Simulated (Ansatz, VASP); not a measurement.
**Ir: VASP beside Ansatz**

File INCAR:

```
PREC = Accurate ; ENCUT = 520
EDIFF = 1E-6 ; ISMEAR = -1
SIGMA = 0.05 ; LREAL = False
LASPH = True ; NELM = 80
ALGO = Normal ; ISIF = 2
LWAVE = False ; LCHARG = False
GGA = PE ; NBANDS = 10
```

The input KPOINTS:

```
regular mesh
0
Gamma
  15 15 15
```

File POSCAR:

```
Ir
1.0
    0.0000000000      1.9573507352      1.9573507352
    1.9573507352      0.0000000000      1.9573507352
    1.9573507352      1.9573507352      0.0000000000
Ir
1
Direct
    0.0000000000      0.0000000000      0.0000000000
```

Input for Ansatz:

```yaml
crystal:
  lattice:
    - [0.0, 1.9573507352, 1.9573507352]
    - [1.9573507352, 0.0, 1.9573507352]
    - [1.9573507352, 1.9573507352, 0.0]
  atoms:
    - { symbol: Ir, position: [0.0, 0.0, 0.0] }
kpoints:
  mp_grid: { grid: [15, 15, 15] }
scf:
  occupations: { method: fermi_dirac, width: 0.05 }
hamiltonian:
  xc: pbe
  pseudopotentials: { kind: all_electron, lapw: { basis_error: 0.0005 } }
output:
  forces: true
  stress: true
  eigenvalues: true
```

Change from the starting cell: volume scaled by 1.06.

Alike in both runs: task single point; functional PBE; k mesh 15 × 15 × 15; occupations fermi-dirac, width 0.05 eV; no spin polarisation.

```csv
,VASP,Ansatz
version,VASP 6.6.1,Ansatz 0.2.0
potentials or method,"VASP PAW PBE potentials, release 64 (Ir), cutoff 520 eV","all-electron LAPW, scalar-relativistic"
```

Ansatz gave:

| Item | Value |
| --- | --- |
| pressure (GPa) | -11.0 |

Problem. What did VASP give for the same quantities?

Solution. Pressure (GPa): -10.5.

Ansatz ran all-electron here, and VASP with PAW potentials.

Neither program's run includes spin-orbit coupling.
